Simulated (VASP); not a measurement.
# AlN (F-43m) in VASP: further runs

The runs below take AlN through relaxation of cell and atoms, with PBE+D3(BJ), r2SCAN+rVV10, r2SCAN+D4.

All numbers are computed with VASP 6.6.1; they aren't measurements. Logs are shortened: lines on timing, memory, paths and dates and some standing lists are left out, and cuts for length are marked.

### 1 The cell of the first run

The structure is cubic, space group F-43m (No. 216). The conventional cell has a = 4.368 Å, b = 4.368 Å, c = 4.368 Å, α = 90.00°, β = 90.00°, γ = 90.00°. Within 2.5 Å of Al (site symmetry -43m) lie 4 N at 1.89 Å. Within 2.5 Å of N (site symmetry -43m) lie 4 Al at 1.89 Å.

### 2 Relaxation of cell and atoms, PBE+D3(BJ)

INCAR reads:

```
  ALGO = Normal
  EDIFF = 1E-6
  EDIFFG = -0.01
  ENCUT = 600
  GGA = PE
  IBRION = 2
  ISIF = 3
  ISMEAR = 0
  IVDW = 12
  LASPH = True
  LCHARG = False
  LREAL = False
  LWAVE = False
  NELM = 60
  NSW = 60
  PREC = Accurate
  SIGMA = 0.01
```

KPOINTS reads:

```
k-points
0
Gamma
  8 8 8
```

POSCAR reads:

```
AlN
1.0
    0.0000000000      2.1839940000      2.1839940000
    2.1839940000      0.0000000000      2.1839940000
    2.1839940000      2.1839940000      0.0000000000
Al N
1 1
Direct
    0.0000000000      0.0000000000      0.0000000000
    0.7500000000      0.7500000000      0.7500000000
```

Potentials or basis: VASP PAW PBE potentials, release 64 (Al, N).

On the command line:

```
> cat potpaw_PBE.64/Al/POTCAR potpaw_PBE.64/N/POTCAR > POTCAR
> mpirun -np 1 vasp_std > vasp.out
```

OUTCAR:

```text
EDIFF = 1E-6
   EDIFFG = -0.01
   ENCUT = 600
   GGA = PE
   IBRION = 2
   ISIF = 3
   ISMEAR = 0
   IVDW = 12
   LASPH = True
   LREAL = False
   NELM = 60
   NSW = 60
   PREC = Accurate
 IVDW          = 12

 ion  position               nearest neighbor table
   1  0.000  0.000  0.000-   2 1.89   2 1.89   2 1.89   2 1.89
   2  0.750  0.750  0.750-   1 1.89   1 1.89   1 1.89   1 1.89

  LATTYP: Found a face centered cubic cell.
 ALAT       =     4.3679880000

  Lattice vectors:

 A1 = (   0.0000000000,   2.1839940000,   2.1839940000)
 A2 = (   2.1839940000,   0.0000000000,   2.1839940000)
 A3 = (   2.1839940000,   2.1839940000,   0.0000000000)

Analysis of symmetry for initial positions (statically):
=====================================================================
 Subroutine PRICEL returns:
 Original cell was already a primitive cell.

 Routine SETGRP: Setting up the symmetry group for a
 face centered cubic supercell.

 Subroutine GETGRP returns: Found 24 space group operations
 (whereof 24 operations were pure point group operations)
 out of a pool of 48 trial point group operations.

The static configuration has the point symmetry T_d .

Analysis of symmetry for dynamics (positions and initial velocities):
=====================================================================
 Subroutine PRICEL returns:
 Original cell was already a primitive cell.

 Routine SETGRP: Setting up the symmetry group for a
 face centered cubic supercell.

 Subroutine GETGRP returns: Found 24 space group operations
 (whereof 24 operations were pure point group operations)
 out of a pool of 48 trial point group operations.

The dynamic configuration has the point symmetry T_d .

 Subroutine INISYM returns: Found 24 space group operations
 (whereof 24 operations are pure point group operations),
 and found     1 'primitive' translations

----------------------------------------------------------------------------------------

                                     Primitive cell

  volume of cell :      20.8346

  direct lattice vectors                    reciprocal lattice vectors
     0.000000000  2.183994000  2.183994000    -0.228938358  0.228938358  0.228938358
     2.183994000  0.000000000  2.183994000     0.228938358 -0.228938358  0.228938358
     2.183994000  2.183994000  0.000000000     0.228938358  0.228938358 -0.228938358

  length of vectors
     3.088633935  3.088633935  3.088633935     0.396532868  0.396532868  0.396532868

  position of ions in fractional coordinates (direct lattice)
     0.000000000  0.000000000  0.000000000
     0.750000000  0.750000000  0.750000000

  ion indices of the primitive-cell ions
   primitive index   ion index
                 1           1
                 2           2

----------------------------------------------------------------------------------------

 KPOINTS: k-points

Automatic generation of k-mesh.
 Grid dimensions read from file:
 generate k-points for:    8    8    8

 Generating k-lattice:

  Cartesian coordinates                     Fractional coordinates (reciprocal lattice)
    -0.028617295  0.028617295  0.028617295     0.125000000  0.000000000  0.000000000
     0.028617295 -0.028617295  0.028617295     0.000000000  0.125000000  0.000000000
     0.028617295  0.028617295 -0.028617295     0.000000000  0.000000000  0.125000000

  Length of vectors
     0.049566608  0.049566608  0.049566608

  Shift w.r.t. Gamma in fractional coordinates (k-lattice)
     0.000000000  0.000000000  0.000000000

 Subroutine IBZKPT returns following result:
 ===========================================

 Found     29 irreducible k-points:

 Following reciprocal coordinates:
            Coordinates               Weight
  0.000000  0.000000  0.000000      1.000000
  0.125000  0.000000  0.000000      8.000000
  0.250000  0.000000  0.000000      8.000000
  0.375000  0.000000  0.000000      8.000000
  0.500000  0.000000  0.000000      4.000000
  0.125000  0.125000  0.000000      6.000000
[... 16 lines left out ...]
  0.500000  0.250000  0.125000     48.000000
 -0.375000  0.250000  0.125000     24.000000
 [... further k-points ...]
   k-points           NKPTS =     29   k-points in BZ     NKDIM =     29   number of bands    NBANDS=      8
   number of dos      NEDOS =    301   number of ions     NIONS =      2
   total plane-waves  NPLWV =  21952
   dimension x,y,z NGX =    28 NGY =   28 NGZ =   28
   dimension x,y,z NGXF=    56 NGYF=   56 NGZF=   56
   ions per type =               1   1
   NGX,Y,Z   is equivalent  to a cutoff of  15.07, 15.07, 15.07 a.u.
   NGXF,Y,Z  is equivalent  to a cutoff of  30.14, 30.14, 30.14 a.u.
 SYSTEM =  unknown system
   PREC   = accura    normal or accurate (medium, high low for compatibility)
   ISTART =      0    job   : 0-new  1-cont  2-samecut
   ICHARG =      2    charge: 1-file 2-atom 10-const
   ISPIN  =      1    spin polarized calculation?
   LNONCOLLINEAR =      F non collinear calculations
   LSORBIT =      F    spin-orbit coupling
   LASPH  =      T    aspherical Exc in radial PAW
   ENCUT  =  600.0 eV  44.10 Ry    6.64 a.u.   6.17  6.17  6.17*2*pi/ulx,y,z
   NELM   =     60;   NELMIN=  2; NELMDL= -5     # of ELM steps
   EDIFF  = 0.1E-05   stopping-criterion for ELM
   LREAL  =      F    real-space projection
   EDIFFG = -.1E-01   stopping-criterion for IOM
   NSW    =     60    number of steps for IOM
   IBRION =      2    ionic relax: 0-MD 1-quasi-New 2-CG
   NFREE  =      1    steps in history (QN), initial steepest desc. (CG)
   ISIF   =      3    stress and relaxation
   ISYM   =      2    0-nonsym 1-usesym 2-fastsym
   POTIM  = 0.5000    time-step for ionic-motion
   TEBEG  =    0.0;   TEEND  =   0.0 temperature during run
   PSTRESS=    0.0 pullay stress
   NELECT =       8.0000    total number of electrons
   NUPDOWN=      -1.0000    fix difference up-down
   EMIN   =  10.00;   EMAX   =-10.00  energy-range for DOS
   EFERMI =   0.00;   METHOD = LEGACY
   ISMEAR =     0;   SIGMA  =   0.01  broadening in eV -4-tet -1-fermi 0-gaus
   EFERMI_NEDOS =   21; number of points for ismear=-14 and -15
   IALGO  =     38    algorithm
   IMIX   =      4    mixing-type and parameters
     AMIX     =   0.40;   BMIX     =  1.00
     AMIX_MAG =   1.60;   BMIX_MAG =  1.00
  volume/ion in A,a.u.               =      10.42        70.30
  Fermi-wavevector in a.u.,A,eV,Ry     =   1.189899  2.248583 19.263936  1.415859
  Thomas-Fermi vector in A             =   2.325996
   LORBIT       =      0    0 simple, 1 ext, 2 COOP (PROOUT), +10 PAW based schemes
   GGA     = PE    functional components
   LHFCALC =     F    Hartree Fock is set to
   AEXX    =    0.0000 exact exchange contribution
   IVDW    =    12    specifies the selected vdW correction
   LEPSILON=     F    determine dielectric tensor
   LRPA    =     F    only Hartree local field effects (RPA)
 conjugate gradient relaxation of ions
 non-spin polarized calculation
 Gauss-broadening in eV      SIGMA  =   0.01
  energy-cutoff  :      600.00
  volume of cell :       20.83
 maximum number of plane-waves:       725
 NGX is ok and might be reduce to    28
   NGX = 13   NGY = 13   NGZ = 13

--------------------------------------- Ionic step        1  -------------------------------------------

 number of electron       7.9999999 magnetization

 Free energy of the ion-electron system (eV)
  ---------------------------------------------------
  ext. energy  EPLUGINS =         0.00000000
  ---------------------------------------------------
  free energy    TOTEN  =       -14.84183972 eV

  energy without entropy =      -14.84183972  energy(sigma->0) =      -14.84183972

------------------------ aborting loop because EDIFF is reached ----------------------------------------

 Edisp (eV)   -0.53939

 E8    (eV) :    -0.2109

  FORCE on cell =-STRESS in cart. coord.  units (eV):
  Direction    XX          YY          ZZ          XY          YZ          ZX
  --------------------------------------------------------------------------------------
  -------------------------------------------------------------------------------------
  Total       0.02736     0.02736     0.02736     0.00000     0.00000     0.00000
  in kB       2.10411     2.10411     2.10411     0.00000     0.00000     0.00000
  external pressure =        2.10 kB  Pullay stress =        0.00 kB

 VOLUME and BASIS-vectors are now :
 -----------------------------------------------------------------------------
  energy-cutoff  :      600.00
  volume of cell :       20.83
      direct lattice vectors                 reciprocal lattice vectors
     0.000000000  2.183994000  2.183994000    -0.228938358  0.228938358  0.228938358
     2.183994000  0.000000000  2.183994000     0.228938358 -0.228938358  0.228938358
     2.183994000  2.183994000  0.000000000     0.228938358  0.228938358 -0.228938358
[... 41 lines left out ...]
 POSITION                                       TOTAL-FORCE (eV/Angst)
 -----------------------------------------------------------------------------------
      4.37087      4.37087      4.37087         0.000000      0.000000      0.000000
      3.27815      3.27815      3.27815        -0.000000     -0.000000     -0.000000
 -----------------------------------------------------------------------------------
    total drift:                               -0.000000     -0.000000     -0.000000

  FREE ENERGIE OF THE ION-ELECTRON SYSTEM (eV)
  ---------------------------------------------------
  free  energy   TOTEN  =       -15.3812287426 eV

  energy  without entropy=      -15.3812287426  energy(sigma->0) =      -15.38122874

--------------------------------------- Ionic step        3  -------------------------------------------

 number of electron       7.9999999 magnetization

 Free energy of the ion-electron system (eV)
  ---------------------------------------------------
  ext. energy  EPLUGINS =         0.00000000
  ---------------------------------------------------
  free energy    TOTEN  =       -14.84244334 eV

  energy without entropy =      -14.84244334  energy(sigma->0) =      -14.84244334

 E-fermi :   6.0227     XC(G=0): -10.9291

 val. band max:        5.9595121149   @ k =   0.0000   0.0000   0.0000
 cond. band min:       9.2773308006   @ k =   0.5000   0.5000   0.0000
 fundamental gap:      3.3178186857
 Fermi energy:         6.0226917715

 k-point     1 :       0.0000    0.0000    0.0000
  band No.  band energies     occupation
      1      -9.0156      2.00000
      2       5.9595      2.00000
      3       5.9595      2.00000
      4       5.9595      2.00000
      5      10.1465      0.00000
      6      18.5097      0.00000
      7      18.5097      0.00000
      8      18.5097      0.00000

 k-point     2 :       0.1250    0.0000    0.0000
  band No.  band energies     occupation
      1      -8.7887      2.00000
      2       4.7803      2.00000
      3       5.8811      2.00000
      4       5.8811      2.00000
      5      11.0887      0.00000
      6      17.9366      0.00000
      7      18.6821      0.00000
      8      18.6821      0.00000
[... 221 lines left out ...]
 k-point    23 :       0.5000    0.2500    0.1250
  band No.  band energies     occupation
      1      -6.9879      2.00000
      2       1.3415      2.00000
      3       3.8925      2.00000
      4       5.0303      2.00000
      5      13.0015      0.00000
      6      15.5909      0.00000
      7      17.4844      0.00000
      8      18.8369      0.00000

 k-point    24 :      -0.3750    0.2500    0.1250
  band No.  band energies     occupation
      1      -6.6513      2.00000
      2       0.8235      2.00000
      3       3.7382      2.00000
      4       4.8439      2.00000
      5      13.0585      0.00000
      6      15.2052      0.00000
      7      18.1209      0.00000
      8      18.6364      0.00000

 [... further k-points ...]

------------------------ aborting loop because EDIFF is reached ----------------------------------------

 Edisp (eV)   -0.53880

 E8    (eV) :    -0.2107

  FORCE on cell =-STRESS in cart. coord.  units (eV):
  Direction    XX          YY          ZZ          XY          YZ          ZX
  --------------------------------------------------------------------------------------
  -------------------------------------------------------------------------------------
  Total      -0.00059    -0.00059    -0.00059     0.00000     0.00000    -0.00000
  in kB      -0.04570    -0.04570    -0.04570     0.00000     0.00000    -0.00000
  external pressure =       -0.05 kB  Pullay stress =        0.00 kB

 VOLUME and BASIS-vectors are now :
 -----------------------------------------------------------------------------
  energy-cutoff  :      600.00
  volume of cell :       20.86
      direct lattice vectors                 reciprocal lattice vectors
    -0.000000000  2.184769102  2.184769102    -0.228857136  0.228857136  0.228857136
     2.184769102 -0.000000000  2.184769102     0.228857136 -0.228857136  0.228857136
     2.184769102  2.184769102 -0.000000000     0.228857136  0.228857136 -0.228857136

 POSITION                                       TOTAL-FORCE (eV/Angst)
 -----------------------------------------------------------------------------------
      0.00000      0.00000      0.00000        -0.000000     -0.000000     -0.000000
      3.27715      3.27715      3.27715         0.000000      0.000000      0.000000
 -----------------------------------------------------------------------------------
    total drift:                               -0.000000     -0.000000     -0.000000

  FREE ENERGIE OF THE ION-ELECTRON SYSTEM (eV)
  ---------------------------------------------------
  free  energy   TOTEN  =       -15.3812402670 eV

  energy  without entropy=      -15.3812402670  energy(sigma->0) =      -15.38124027

 reached required accuracy - stopping structural energy minimisation
```

Wall time 13 s (1 thread of Intel Xeon Platinum 8259CL at 2.50GHz (Skylake/Cascade Lake), shared host); peak memory 0.16 GiB.

What came out:

- Free energy: -15.3812 eV
- Relaxed volume: 10.43 Å³/atom
- Relaxed cell: a = 3.090 Å, b = 3.090 Å, c = 3.090 Å, α = 60.00°, β = 60.00°, γ = 60.00°
- Space group after relaxing (to 0.05 Å): F-43m (No. 216)
- Energy gained by relaxing: 0.0 meV/atom
- Ionic steps: 3
- Pressure after relaxing: 0.0 GPa
- Band gap on the k mesh: 3.32 eV, indirect (least direct gap 4.19 eV)
- Dispersion energy per atom: -0.269 eV

Final structure:
```cif
data_structure
_symmetry_space_group_name_H-M 'P 1'
_symmetry_Int_Tables_number 1
_cell_length_a 3.0897
_cell_length_b 3.0897
_cell_length_c 3.0897
_cell_angle_alpha 60.000
_cell_angle_beta 60.000
_cell_angle_gamma 60.000
_cell_volume 20.86
loop_
_atom_site_label
_atom_site_type_symbol
_atom_site_fract_x
_atom_site_fract_y
_atom_site_fract_z
_atom_site_occupancy
Al1 Al 0.00000 0.00000 0.00000 1
N1 N 0.75000 0.75000 0.75000 1
```

Levels at points of the mesh, in eV from the valence-band top:
| k point | band 1 | band 2 | band 3 | band 4 | band 5 | band 6 | band 7 | band 8 |
| --- | --- | --- | --- | --- | --- | --- | --- | --- |
| (0.00, 0.00, 0.00) | -14.98 | 0.00 | 0.00 | 0.00 | 4.19 | 12.55 | 12.55 | 12.55 |
| (0.50, 0.00, 0.00) | -12.93 | -5.85 | -0.48 | -0.48 | 7.37 | 9.86 | 11.14 | 11.14 |
| (0.50, 0.50, 0.00) | -12.30 | -4.90 | -1.77 | -1.77 | 3.32 | 8.61 | 13.94 | 15.72 |

[end of part 1 of 2]
